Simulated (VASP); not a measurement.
# CdSe (Pnma) in VASP: a series of runs

Runs on CdSe. Level: PBE. Tasks: single point.

All numbers are computed with VASP 6.6.1; they aren't measurements. Logs are shortened: lines on timing, memory, paths and dates and some standing lists are left out, and cuts for length are marked.

## (1) The cell of the first run

Symmetry: Pnma, No. 62, orthorhombic system. Conventional cell: a = 6.994 Å, b = 4.575 Å, c = 7.568 Å, α = 90.00°, β = 90.00°, γ = 90.00°. Within 3.5 Å of Cd (site symmetry m) lie 4 Se at 2.63 to 2.74 Å. Within 3.5 Å of Se (site symmetry m) lie 4 Cd at 2.63 to 2.74 Å.

## (2) Single point, PBE (volume scaled by 0.88, then relaxed in part)

INCAR

```
PREC     = Accurate       # precision mode
ENCUT    = 520            # plane-wave cutoff, eV
EDIFF    = 1E-7           # SCF threshold, eV
ISMEAR   = 0              # smearing method
SIGMA    = 0.02           # smearing width, eV
LREAL    = F              # projectors in reciprocal space
LASPH    = T              # aspherical terms in the spheres
NELM     = 100            # most SCF steps
ALGO     = Normal         # electronic algorithm
ISIF     = 2              # what is computed and relaxed
LWAVE    = F              # write WAVECAR
LCHARG   = F              # write CHGCAR
GGA      = PE             # functional
NBANDS   = 46             # bands
```

KPOINTS

```
regular mesh
0
Gamma
  4 6 4
```

POSCAR

```
CdSe
1.0
    6.9943215834      0.0000000000      0.0000000000
    0.0000000000      4.5754090768      0.0000000000
    0.0000000000      0.0000000000      7.5680996172
Cd Se
4 4
Direct
    0.8529972571      0.7500000000      0.3838143498
    0.6470027429      0.2500000000      0.8838143498
    0.3529972571      0.7500000000      0.1161856502
    0.1470027429      0.2500000000      0.6161856502
    0.7616370198      0.2500000000      0.5521786321
    0.7383629802      0.7500000000      0.0521786321
    0.2616370198      0.2500000000      0.9478213679
    0.2383629802      0.7500000000      0.4478213679
```

Potentials or basis: VASP PAW PBE potentials, release 64 (Cd, Se).

Launch:

```sh
$ cat potpaw_PBE.64/Cd/POTCAR potpaw_PBE.64/Se/POTCAR > POTCAR
$ mpirun -np 1 vasp_std > vasp.out
```

OUTCAR:

```text
PREC = Accurate
   ENCUT = 520
   EDIFF = 1E-7
   ISMEAR = 0
   LREAL = F
   LASPH = T
   NELM = 100
   ISIF = 2
   GGA = PE

 ion  position               nearest neighbor table
   1  0.853  0.750  0.384-   6 2.63   5 2.70   5 2.70   8 2.74   4 3.54   4 3.54
   2  0.647  0.250  0.884-   5 2.63   6 2.70   6 2.70   7 2.74   3 3.54   3 3.54
   3  0.353  0.750  0.116-   8 2.63   7 2.70   7 2.70   6 2.74   2 3.54   2 3.54
   4  0.147  0.250  0.616-   7 2.63   8 2.70   8 2.70   5 2.74   1 3.54   1 3.54
   5  0.762  0.250  0.552-   2 2.63   1 2.70   1 2.70   4 2.74
   6  0.738  0.750  0.052-   1 2.63   2 2.70   2 2.70   3 2.74
   7  0.262  0.250  0.948-   4 2.63   3 2.70   3 2.70   2 2.74
   8  0.238  0.750  0.448-   3 2.63   4 2.70   4 2.70   1 2.74

  LATTYP: Found a simple orthorhombic cell.
 ALAT       =     4.5754090768
 B/A-ratio  =     1.5286767732
 C/A-ratio  =     1.6540815237

  Lattice vectors:

 A1 = (   0.0000000000,  -4.5754090768,   0.0000000000)
 A2 = (   6.9943215834,   0.0000000000,   0.0000000000)
 A3 = (   0.0000000000,   0.0000000000,   7.5680996172)

Analysis of symmetry for initial positions (statically):
=====================================================================
 Subroutine PRICEL returns:
 Original cell was already a primitive cell.

 Routine SETGRP: Setting up the symmetry group for a
 simple orthorhombic supercell.

 Subroutine GETGRP returns: Found  8 space group operations
 (whereof  2 operations were pure point group operations)
 out of a pool of  8 trial point group operations.

The static configuration has the point symmetry S_2 .
 The point group associated with its full space group is D_2h.

Analysis of symmetry for dynamics (positions and initial velocities):
=====================================================================
 Subroutine PRICEL returns:
 Original cell was already a primitive cell.

 Routine SETGRP: Setting up the symmetry group for a
 simple orthorhombic supercell.

 Subroutine GETGRP returns: Found  8 space group operations
 (whereof  2 operations were pure point group operations)
 out of a pool of  8 trial point group operations.

The dynamic configuration has the point symmetry S_2 .
 The point group associated with its full space group is D_2h.

 Subroutine INISYM returns: Found  8 space group operations
 (whereof  2 operations are pure point group operations),
 and found     1 'primitive' translations

----------------------------------------------------------------------------------------

                                     Primitive cell

  volume of cell :     242.1934

  direct lattice vectors                    reciprocal lattice vectors
     6.994321583  0.000000000  0.000000000     0.142973123  0.000000000  0.000000000
     0.000000000  4.575409077  0.000000000     0.000000000  0.218559692  0.000000000
     0.000000000  0.000000000  7.568099617     0.000000000  0.000000000  0.132133567

  length of vectors
     6.994321583  4.575409077  7.568099617     0.142973123  0.218559692  0.132133567

  position of ions in fractional coordinates (direct lattice)
     0.852997257  0.750000000  0.383814350
     0.647002743  0.250000000  0.883814350
     0.352997257  0.750000000  0.116185650
     0.147002743  0.250000000  0.616185650
     0.761637020  0.250000000  0.552178632
     0.738362980  0.750000000  0.052178632
     0.261637020  0.250000000  0.947821368
     0.238362980  0.750000000  0.447821368

  ion indices of the primitive-cell ions
   primitive index   ion index
                 1           1
                 2           2
                 3           3
                 4           4
                 5           5
                 6           6
                 7           7
                 8           8

----------------------------------------------------------------------------------------

 KPOINTS: regular mesh

Automatic generation of k-mesh.
 Grid dimensions read from file:
 generate k-points for:    4    6    4

 Generating k-lattice:

  Cartesian coordinates                     Fractional coordinates (reciprocal lattice)
     0.035743281  0.000000000  0.000000000     0.250000000  0.000000000  0.000000000
     0.000000000  0.036426615  0.000000000     0.000000000  0.166666667  0.000000000
     0.000000000  0.000000000  0.033033392     0.000000000  0.000000000  0.250000000

  Length of vectors
     0.035743281  0.036426615  0.033033392

  Shift w.r.t. Gamma in fractional coordinates (k-lattice)
     0.000000000  0.000000000  0.000000000

 Subroutine IBZKPT returns following result:
 ===========================================

 Found     36 irreducible k-points:

 Following reciprocal coordinates:
            Coordinates               Weight
  0.000000  0.000000  0.000000      1.000000
  0.250000  0.000000  0.000000      2.000000
  0.500000  0.000000  0.000000      1.000000
  0.000000  0.166667  0.000000      2.000000
  0.250000  0.166667  0.000000      4.000000
  0.500000  0.166667  0.000000      2.000000
[... 16 lines left out ...]
  0.250000  0.500000  0.250000      4.000000
  0.500000  0.500000  0.250000      2.000000
 [... further k-points ...]
   k-points           NKPTS =     36   k-points in BZ     NKDIM =     36   number of bands    NBANDS=     46
   number of dos      NEDOS =    301   number of ions     NIONS =      8
   total plane-waves  NPLWV = 108864
   dimension x,y,z NGX =    54 NGY =   36 NGZ =   56
   dimension x,y,z NGXF=   108 NGYF=   72 NGZF=  112
   ions per type =               4   4
   NGX,Y,Z   is equivalent  to a cutoff of  12.84, 13.08, 12.30 a.u.
   NGXF,Y,Z  is equivalent  to a cutoff of  25.67, 26.16, 24.60 a.u.
 SYSTEM =  unknown system
   PREC   = accura    normal or accurate (medium, high low for compatibility)
   ISTART =      0    job   : 0-new  1-cont  2-samecut
   ICHARG =      2    charge: 1-file 2-atom 10-const
   ISPIN  =      1    spin polarized calculation?
   LNONCOLLINEAR =      F non collinear calculations
   LSORBIT =      F    spin-orbit coupling
   LASPH  =      T    aspherical Exc in radial PAW
   ENCUT  =  520.0 eV  38.22 Ry    6.18 a.u.  13.00  8.51 14.07*2*pi/ulx,y,z
   NELM   =    100;   NELMIN=  2; NELMDL= -5     # of ELM steps
   EDIFF  = 0.1E-06   stopping-criterion for ELM
   LREAL  =      F    real-space projection
   EDIFFG = 0.1E-05   stopping-criterion for IOM
   NSW    =      0    number of steps for IOM
   IBRION =     -1    ionic relax: 0-MD 1-quasi-New 2-CG
   NFREE  =      0    steps in history (QN), initial steepest desc. (CG)
   ISIF   =      2    stress and relaxation
   ISYM   =      2    0-nonsym 1-usesym 2-fastsym
   POTIM  = 0.5000    time-step for ionic-motion
   TEBEG  =    0.0;   TEEND  =   0.0 temperature during run
   PSTRESS=    0.0 pullay stress
   NELECT =      72.0000    total number of electrons
   NUPDOWN=      -1.0000    fix difference up-down
   EMIN   =  10.00;   EMAX   =-10.00  energy-range for DOS
   EFERMI =   0.00;   METHOD = LEGACY
   ISMEAR =     0;   SIGMA  =   0.02  broadening in eV -4-tet -1-fermi 0-gaus
   EFERMI_NEDOS =   21; number of points for ismear=-14 and -15
   IALGO  =     38    algorithm
   IMIX   =      4    mixing-type and parameters
     AMIX     =   0.40;   BMIX     =  1.00
     AMIX_MAG =   1.60;   BMIX_MAG =  1.00
  volume/ion in A,a.u.               =      30.27       204.30
  Fermi-wavevector in a.u.,A,eV,Ry     =   1.092609  2.064732 16.242567  1.193795
  Thomas-Fermi vector in A             =   2.228878
   LORBIT       =      0    0 simple, 1 ext, 2 COOP (PROOUT), +10 PAW based schemes
   GGA     = PE    functional components
   LHFCALC =     F    Hartree Fock is set to
   AEXX    =    0.0000 exact exchange contribution
   IVDW    =     0    specifies the selected vdW correction
   LEPSILON=     F    determine dielectric tensor
   LRPA    =     F    only Hartree local field effects (RPA)
 non-spin polarized calculation
 Gauss-broadening in eV      SIGMA  =   0.02
  energy-cutoff  :      520.00
  volume of cell :      242.19
 maximum number of plane-waves:      6556
 NGX is ok and might be reduce to    54
   NGX = 27   NGY = 17   NGZ = 29

 number of electron      71.9999971 magnetization

 Free energy of the ion-electron system (eV)
  ---------------------------------------------------
  ext. energy  EPLUGINS =         0.00000000
  ---------------------------------------------------
  free energy    TOTEN  =       -21.33030527 eV

  energy without entropy =      -21.33030527  energy(sigma->0) =      -21.33030527

 E-fermi :   0.5887     XC(G=0):  -8.5165

 val. band max:        0.4592039644   @ k =   0.0000   0.0000   0.0000
 cond. band min:       1.2190536514   @ k =   0.0000   0.0000   0.0000
 fundamental gap:      0.7598496869
 Fermi energy:         0.5887008286

 k-point     1 :       0.0000    0.0000    0.0000
  band No.  band energies     occupation
      1     -11.9118      2.00000
      2     -11.5883      2.00000
      3     -11.5329      2.00000
      4     -11.4340      2.00000
      5      -7.5515      2.00000
      6      -7.4553      2.00000
[... 38 lines left out ...]
     45       6.9930      0.00000
     46       7.2903      0.00000

 k-point     2 :       0.2500    0.0000    0.0000
  band No.  band energies     occupation
      1     -11.8613      2.00000
      2     -11.6216      2.00000
      3     -11.5299      2.00000
      4     -11.4491      2.00000
      5      -7.5266      2.00000
      6      -7.4548      2.00000
[... 38 lines left out ...]
     45       6.3472      0.00000
     46       6.5501      0.00000

 k-point     3 :       0.5000    0.0000    0.0000
  band No.  band energies     occupation
      1     -11.7392      2.00000
      2     -11.7392      2.00000
      3     -11.4893      2.00000
      4     -11.4893      2.00000
      5      -7.4645      2.00000
      6      -7.4645      2.00000
[... 38 lines left out ...]
     45       6.0795      0.00000
     46       6.0795      0.00000

 k-point     4 :       0.0000    0.1667    0.0000
  band No.  band energies     occupation
      1     -11.8575      2.00000
      2     -11.5622      2.00000
      3     -11.5138      2.00000
      4     -11.4425      2.00000
      5      -7.5205      2.00000
      6      -7.4270      2.00000
[... 920 lines left out ...]
     45       7.0099      0.00000
     46       7.0099      0.00000

 k-point    23 :       0.2500    0.5000    0.2500
  band No.  band energies     occupation
      1     -11.5587      2.00000
      2     -11.5587      2.00000
      3     -11.4830      2.00000
      4     -11.4830      2.00000
      5      -7.3706      2.00000
      6      -7.3706      2.00000
[... 38 lines left out ...]
     45       6.4370      0.00000
     46       6.4370      0.00000

 k-point    24 :       0.5000    0.5000    0.2500
  band No.  band energies     occupation
      1     -11.5178      2.00000
      2     -11.5178      2.00000
      3     -11.5178      2.00000
      4     -11.5178      2.00000
      5      -7.3469      2.00000
      6      -7.3469      2.00000
[... 38 lines left out ...]
     45       7.2019      0.00000
     46       7.2019      0.00000

 [... further k-points ...]
[... 5 lines left out ...]
  --------------------------------------------------------------------------------------
  -------------------------------------------------------------------------------------
  Total        1.2062371      1.2615591      1.2954301      0.0000000      0.0000000      0.0000000
  in kB        7.9795958      8.3455663      8.5696323      0.0000000      0.0000000      0.0000000
  external PRESSURE =       8.2982648 kB  Pullay stress =       0.0000000 kB

 VOLUME and BASIS-vectors are now :
 -----------------------------------------------------------------------------
  energy-cutoff  :      520.00
  volume of cell :      242.19
      direct lattice vectors                 reciprocal lattice vectors
     6.994321583  0.000000000  0.000000000     0.142973123  0.000000000  0.000000000
     0.000000000  4.575409077  0.000000000     0.000000000  0.218559692  0.000000000
     0.000000000  0.000000000  7.568099617     0.000000000  0.000000000  0.132133567

 POSITION                                       TOTAL-FORCE (eV/Angst)
 -----------------------------------------------------------------------------------
      5.96614      3.43156      2.90475        -0.004012     -0.000000     -0.001791
      4.52535      1.14385      6.68880         0.004012      0.000000     -0.001791
      2.46898      3.43156      0.87930        -0.004012     -0.000000      0.001791
      1.02818      1.14385      4.66335         0.004012      0.000000      0.001791
      5.32713      1.14385      4.17894        -0.024014      0.000000     -0.011134
      5.16435      3.43156      0.39489         0.024014      0.000000     -0.011134
      1.82997      1.14385      7.17321        -0.024014      0.000000      0.011134
      1.66719      3.43156      3.38916         0.024014      0.000000      0.011134
 -----------------------------------------------------------------------------------
    total drift:                                0.000000      0.000000      0.000000

  FREE ENERGIE OF THE ION-ELECTRON SYSTEM (eV)
  ---------------------------------------------------
  free  energy   TOTEN  =       -21.3303052748 eV

  energy  without entropy=      -21.3303052748  energy(sigma->0) =      -21.33030527
```

Run time: 9.6 min. Hardware: 1 thread of Intel Xeon 6975P-C, shared host; peak memory 0.5 GiB.

What came out:

| Property | Result |
| --- | --- |
| Free energy | -21.3303 eV |
| Pressure | 0.8 GPa |
| Largest force | 0.026 eV/Å |
| Band gap on the k mesh | 0.76 eV, direct |

Forces on the atoms (eV/Å):
```
Cd  -0.004  0.000 -0.002
Cd   0.004  0.000 -0.002
Cd  -0.004  0.000  0.002
Cd   0.004  0.000  0.002
Se  -0.024  0.000 -0.011
Se   0.024  0.000 -0.011
Se  -0.024  0.000  0.011
Se   0.024  0.000  0.011
```

(Part 1 of 2 ends here.)
